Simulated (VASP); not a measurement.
# La (P6_3/mmc) in VASP: a series of runs

Runs on La. Level: PBE. Tasks: single point.

Program: VASP 6.6.1. These are calculated values, not measurements. Logs are shortened: lines on timing, memory, paths and dates and some standing lists are left out, and cuts for length are marked.

## 1. The cell of the first run

Symmetry: P6_3/mmc, No. 194, hexagonal system. Conventional cell: a = 3.745 Å, b = 3.745 Å, c = 12.077 Å, α = 90.00°, β = 90.00°, γ = 120.00°. La (site symmetry -6m2) has 12 La at 3.71 to 3.74 Å within 4.9 Å. La (site symmetry -3m) has 12 La at 3.71 to 3.74 Å within 4.9 Å.

## 2. Single point, PBE

INCAR

```
SYSTEM = La
ALGO = Fast
EDIFF = 1E-6
ENCUT = 520
GGA = PE
ISIF = 2
ISMEAR = -1
LASPH = .TRUE.
LCHARG = .FALSE.
LREAL = .FALSE.
LWAVE = .FALSE.
NBANDS = 30
NELM = 80
PREC = Accurate
SIGMA = 0.05
```

KPOINTS

```
k-points
0
G
  8 8 3
  0 0 0
```

POSCAR

```
La
1.0
    3.7446972242      0.0000000000      0.0000000000
   -1.8723486121      3.2430029257      0.0000000000
    0.0000000000      0.0000000000     12.0773935143
La
4
Direct
    0.6666666667      0.3333333333      0.2500000000
    0.3333333333      0.6666666667      0.7500000000
    0.0000000000      0.0000000000      0.5000000000
    0.0000000000      0.0000000000      0.0000000000
```

Potentials or basis: VASP PAW PBE potentials, release 64 (La).

The run is started by

```bash
$ cat potpaw_PBE.64/La/POTCAR > POTCAR
$ mpirun -np 1 vasp_std > vasp.out
```

OUTCAR:

```text
SYSTEM = La
   EDIFF = 1E-6
   ENCUT = 520
   GGA = PE
   ISIF = 2
   ISMEAR = -1
   LASPH = .TRUE.
   LREAL = .FALSE.
   NELM = 80
   PREC = Accurate

 ion  position               nearest neighbor table
   1  0.667  0.333  0.250-
   2  0.333  0.667  0.750-
   3  0.000  0.000  0.500-
   4  0.000  0.000  0.000-

  LATTYP: Found a hexagonal cell.
 ALAT       =     3.7446972242
 C/A-ratio  =     3.2251989390

  Lattice vectors:

 A1 = (   3.7446972242,   0.0000000000,   0.0000000000)
 A2 = (  -1.8723486121,   3.2430029257,   0.0000000000)
 A3 = (   0.0000000000,   0.0000000000,  12.0773935143)

Analysis of symmetry for initial positions (statically):
=====================================================================
 Subroutine PRICEL returns:
 Original cell was already a primitive cell.

 Routine SETGRP: Setting up the symmetry group for a
 hexagonal supercell.

 Subroutine GETGRP returns: Found 24 space group operations
 (whereof 12 operations were pure point group operations)
 out of a pool of 24 trial point group operations.

The static configuration has the point symmetry D_3d.
 The point group associated with its full space group is D_6h.

Analysis of symmetry for dynamics (positions and initial velocities):
=====================================================================
 Subroutine PRICEL returns:
 Original cell was already a primitive cell.

 Routine SETGRP: Setting up the symmetry group for a
 hexagonal supercell.

 Subroutine GETGRP returns: Found 24 space group operations
 (whereof 12 operations were pure point group operations)
 out of a pool of 24 trial point group operations.

The dynamic configuration has the point symmetry D_3d.
 The point group associated with its full space group is D_6h.

 Subroutine INISYM returns: Found 24 space group operations
 (whereof 12 operations are pure point group operations),
 and found     1 'primitive' translations

----------------------------------------------------------------------------------------

                                     Primitive cell

  volume of cell :     146.6686

  direct lattice vectors                    reciprocal lattice vectors
     3.744697224  0.000000000  0.000000000     0.267044287  0.154178091  0.000000000
    -1.872348612  3.243002926  0.000000000     0.000000000  0.308356182  0.000000000
     0.000000000  0.000000000 12.077393514     0.000000000  0.000000000  0.082799322

  length of vectors
     3.744697224  3.744697224 12.077393514     0.308356182  0.308356182  0.082799322

  position of ions in fractional coordinates (direct lattice)
     0.666666667  0.333333333  0.250000000
     0.333333333  0.666666667  0.750000000
     0.000000000  0.000000000  0.500000000
     0.000000000  0.000000000  0.000000000

  ion indices of the primitive-cell ions
   primitive index   ion index
                 1           1
                 2           2
                 3           3
                 4           4

----------------------------------------------------------------------------------------

 KPOINTS: k-points

Automatic generation of k-mesh.
 Grid dimensions read from file:
 generate k-points for:    8    8    3

 Generating k-lattice:

  Cartesian coordinates                     Fractional coordinates (reciprocal lattice)
     0.033380536  0.019272261  0.000000000     0.125000000  0.000000000  0.000000000
     0.000000000  0.038544523  0.000000000     0.000000000  0.125000000  0.000000000
     0.000000000  0.000000000  0.027599774     0.000000000  0.000000000  0.333333333

  Length of vectors
     0.038544523  0.038544523  0.027599774

  Shift w.r.t. Gamma in fractional coordinates (k-lattice)
     0.000000000  0.000000000  0.000000000

 Subroutine IBZKPT returns following result:
 ===========================================

 Found     20 irreducible k-points:

 Following reciprocal coordinates:
            Coordinates               Weight
  0.000000  0.000000  0.000000      1.000000
  0.125000 -0.000000  0.000000      6.000000
  0.250000 -0.000000  0.000000      6.000000
  0.375000 -0.000000  0.000000      6.000000
  0.500000 -0.000000  0.000000      3.000000
  0.125000  0.125000  0.000000      6.000000
[... 12 lines left out ...]
  0.250000  0.250000  0.333333     12.000000
  0.375000  0.250000  0.333333     12.000000
   k-points           NKPTS =     20   k-points in BZ     NKDIM =     20   number of bands    NBANDS=     30
   number of dos      NEDOS =    301   number of ions     NIONS =      4
   total plane-waves  NPLWV =  70560
   dimension x,y,z NGX =    28 NGY =   28 NGZ =   90
   dimension x,y,z NGXF=    56 NGYF=   56 NGZF=  180
   ions per type =               4
   NGX,Y,Z   is equivalent  to a cutoff of  12.43, 12.43, 12.39 a.u.
   NGXF,Y,Z  is equivalent  to a cutoff of  24.86, 24.86, 24.78 a.u.
 SYSTEM =  La
   PREC   = accura    normal or accurate (medium, high low for compatibility)
   ISTART =      0    job   : 0-new  1-cont  2-samecut
   ICHARG =      2    charge: 1-file 2-atom 10-const
   ISPIN  =      1    spin polarized calculation?
   LNONCOLLINEAR =      F non collinear calculations
   LSORBIT =      F    spin-orbit coupling
   LASPH  =      T    aspherical Exc in radial PAW
   ENCUT  =  520.0 eV  38.22 Ry    6.18 a.u.   6.96  6.96 22.46*2*pi/ulx,y,z
   NELM   =     80;   NELMIN=  2; NELMDL= -5     # of ELM steps
   EDIFF  = 0.1E-05   stopping-criterion for ELM
   LREAL  =      F    real-space projection
   EDIFFG = 0.1E-04   stopping-criterion for IOM
   NSW    =      0    number of steps for IOM
   IBRION =     -1    ionic relax: 0-MD 1-quasi-New 2-CG
   NFREE  =      0    steps in history (QN), initial steepest desc. (CG)
   ISIF   =      2    stress and relaxation
   ISYM   =      2    0-nonsym 1-usesym 2-fastsym
   POTIM  = 0.5000    time-step for ionic-motion
   TEBEG  =    0.0;   TEEND  =   0.0 temperature during run
   PSTRESS=    0.0 pullay stress
   NELECT =      44.0000    total number of electrons
   NUPDOWN=      -1.0000    fix difference up-down
   EMIN   =  10.00;   EMAX   =-10.00  energy-range for DOS
   EFERMI =   0.00;   METHOD = LEGACY
   ISMEAR =    -1;   SIGMA  =   0.05  broadening in eV -4-tet -1-fermi 0-gaus
   EFERMI_NEDOS =   21; number of points for ismear=-14 and -15
   IALGO  =     68    algorithm
   IMIX   =      4    mixing-type and parameters
     AMIX     =   0.40;   BMIX     =  1.00
     AMIX_MAG =   1.60;   BMIX_MAG =  1.00
  volume/ion in A,a.u.               =      36.67       247.44
  Fermi-wavevector in a.u.,A,eV,Ry     =   1.095923  2.070994 16.341234  1.201047
  Thomas-Fermi vector in A             =   2.232255
   LORBIT       =      0    0 simple, 1 ext, 2 COOP (PROOUT), +10 PAW based schemes
   GGA     = PE    functional components
   LHFCALC =     F    Hartree Fock is set to
   AEXX    =    0.0000 exact exchange contribution
   IVDW    =     0    specifies the selected vdW correction
   LEPSILON=     F    determine dielectric tensor
   LRPA    =     F    only Hartree local field effects (RPA)
 non-spin polarized calculation
 RMM-DIIS sequential band-by-band and
  energy-cutoff  :      520.00
  volume of cell :      146.67
 maximum number of plane-waves:      3971
 NGX is ok and might be reduce to    28
   NGX = 13   NGY = 13   NGZ = 45

 number of electron      43.9999997 magnetization

 Free energy of the ion-electron system (eV)
  ---------------------------------------------------
  ext. energy  EPLUGINS =         0.00000000
  ---------------------------------------------------
  free energy    TOTEN  =       -19.57150283 eV

  energy without entropy =      -19.52079218  energy(sigma->0) =      -19.54614750

 E-fermi :   8.0068     XC(G=0):  -9.6131

 val. band max:        8.0007630382   @ k =   0.3750   0.2500   0.3333
 cond. band min:       8.0227403499   @ k =   0.2500   0.1250   0.0000
 fundamental gap:      0.0219773117
 Fermi energy:         8.0067596676

 k-point     1 :       0.0000    0.0000    0.0000
  band No.  band energies     occupation
      1     -24.8669      2.00000
      2     -24.7662      2.00000
      3     -24.7551      2.00000
      4     -24.6507      2.00000
      5      -9.2864      2.00000
      6      -8.6059      2.00000
[... 22 lines left out ...]
     29       9.6954      0.00000
     30       9.7592      0.00000

 k-point     2 :       0.1250   -0.0000    0.0000
  band No.  band energies     occupation
      1     -24.8412      2.00000
      2     -24.7472      2.00000
      3     -24.7362      2.00000
      4     -24.6390      2.00000
      5      -9.2198      2.00000
      6      -8.6317      2.00000
[... 22 lines left out ...]
     29       9.7293      0.00000
     30       9.7857      0.00000

 k-point     3 :       0.2500   -0.0000    0.0000
  band No.  band energies     occupation
      1     -24.7758      2.00000
      2     -24.7010      2.00000
      3     -24.6898      2.00000
      4     -24.6131      2.00000
      5      -9.0456      2.00000
      6      -8.8102      2.00000
[... 22 lines left out ...]
     29       9.5544      0.00000
     30       9.6778      0.00000

 k-point     4 :       0.3750   -0.0000    0.0000
  band No.  band energies     occupation
      1     -24.7017      2.00000
      2     -24.6541      2.00000
      3     -24.6428      2.00000
      4     -24.5945      2.00000
      5      -9.1118      2.00000
      6      -9.0944      2.00000
[... 484 lines left out ...]
     29       9.7413      0.00000
     30       9.8846      0.00000

 k-point    19 :       0.2500    0.2500    0.3333
  band No.  band energies     occupation
      1     -24.6608      2.00000
      2     -24.6479      2.00000
      3     -24.6098      2.00000
      4     -24.5968      2.00000
      5      -9.0073      2.00000
      6      -8.9905      2.00000
[... 22 lines left out ...]
     29       9.4112      0.00000
     30       9.7851      0.00000

 k-point    20 :       0.3750    0.2500    0.3333
  band No.  band energies     occupation
      1     -24.6289      2.00000
      2     -24.6243      2.00000
      3     -24.6056      2.00000
      4     -24.6009      2.00000
      5      -9.0300      2.00000
      6      -9.0076      2.00000
[... 22 lines left out ...]
     29       9.6313      0.00000
     30       9.6825      0.00000

------------------------ aborting loop because EDIFF is reached ----------------------------------------

  FORCE on cell =-STRESS in cart. coord.  units (eV):
  Direction    XX          YY          ZZ          XY          YZ          ZX
  --------------------------------------------------------------------------------------
  -------------------------------------------------------------------------------------
  Total        0.3699907      0.3699907      0.3005003      0.0000000     -0.0000000     -0.0000000
  in kB        4.0417009      4.0417009      3.2826017      0.0000000     -0.0000000     -0.0000000
  external PRESSURE =       3.7886678 kB  Pullay stress =       0.0000000 kB

 VOLUME and BASIS-vectors are now :
 -----------------------------------------------------------------------------
  energy-cutoff  :      520.00
  volume of cell :      146.67
      direct lattice vectors                 reciprocal lattice vectors
     3.744697224  0.000000000  0.000000000     0.267044287  0.154178091  0.000000000
    -1.872348612  3.243002926  0.000000000     0.000000000  0.308356182  0.000000000
     0.000000000  0.000000000 12.077393514     0.000000000  0.000000000  0.082799322

 POSITION                                       TOTAL-FORCE (eV/Angst)
 -----------------------------------------------------------------------------------
      1.87235      1.08100      3.01935        -0.000000      0.000000     -0.000000
     -0.00000      2.16200      9.05805         0.000000     -0.000000     -0.000000
      0.00000      0.00000      6.03870         0.000000      0.000000      0.000000
      0.00000      0.00000      0.00000         0.000000      0.000000      0.000000
 -----------------------------------------------------------------------------------
    total drift:                               -0.000000      0.000000      0.000000

  FREE ENERGIE OF THE ION-ELECTRON SYSTEM (eV)
  ---------------------------------------------------
  free  energy   TOTEN  =       -19.5715028260 eV

  energy  without entropy=      -19.5207921777  energy(sigma->0) =      -19.54614750
```

Run time: 3.3 min. Hardware: 1 thread of Intel Xeon 6975P-C (Granite Rapids), shared host; peak memory 0.3 GiB.

Results:

| Property | Result |
| --- | --- |
| Free energy | -19.5715 eV |
| Pressure | 0.4 GPa |
| Band gap on the k mesh | zero (bands 22 and 23 overlap by 1.19 eV) |

Caveat: spin-orbit coupling is left out, which moves the levels of the heavy elements.

## 3. Single point, PBE

This run uses another cell than the first one, of 37.42 Å³/atom.

INCAR

```
  PREC = Accurate
  ENCUT = 520
  EDIFF = 1E-6
  ISMEAR = -1
  SIGMA = 0.05
  LREAL = False
  LASPH = True
  NELM = 80
  ALGO = Normal
  ISIF = 2
  LWAVE = False
  LCHARG = True
  GGA = PE
  LELF = True
  LVHAR = True
  NBANDS = 30
```

KPOINTS

```
regular mesh
0
Gamma
  8 8 3
```

POSCAR

```
La
1.0
    3.7700000000      0.0000000000      0.0000000000
   -1.8850000000      3.2649157723      0.0000000000
    0.0000000000      0.0000000000     12.1590000000
La
4
Direct
    0.6666666667      0.3333333333      0.2500000000
    0.3333333333      0.6666666667      0.7500000000
    0.0000000000      0.0000000000      0.5000000000
    0.0000000000      0.0000000000      0.0000000000
```

Potentials or basis: VASP PAW PBE potentials, release 64 (La).

The run is started by

```bash
$ cat potpaw_PBE.64/La/POTCAR > POTCAR
$ mpirun -np 1 vasp_std > vasp.out
```

It took 60 s on 1 thread of Intel Xeon 6975P-C (Granite Rapids), shared host; peak memory 0.28 GiB.

Results (log left out):

| Property | Result |
| --- | --- |
| Free energy | -19.5740 eV |
| Pressure | -0.2 GPa |
| Band gap on the k mesh | zero (bands 22 and 23 overlap by 1.20 eV) |

Levels at points of the mesh, in eV from the Fermi level:
```tsv
k point	band 19	band 20	band 21	band 22	band 23	band 24	band 25	band 26
(0.00, 0.00, 0.00)	-1.88	-1.75	0.49	0.61	1.24	1.25	1.25	1.29
(0.50, 0.00, 0.00)	-1.53	-1.07	-0.67	-0.30	-0.21	0.42	0.92	1.19
```

Caveat: spin-orbit coupling is left out, which moves the levels of the heavy elements.

[end of part 1 of 2]
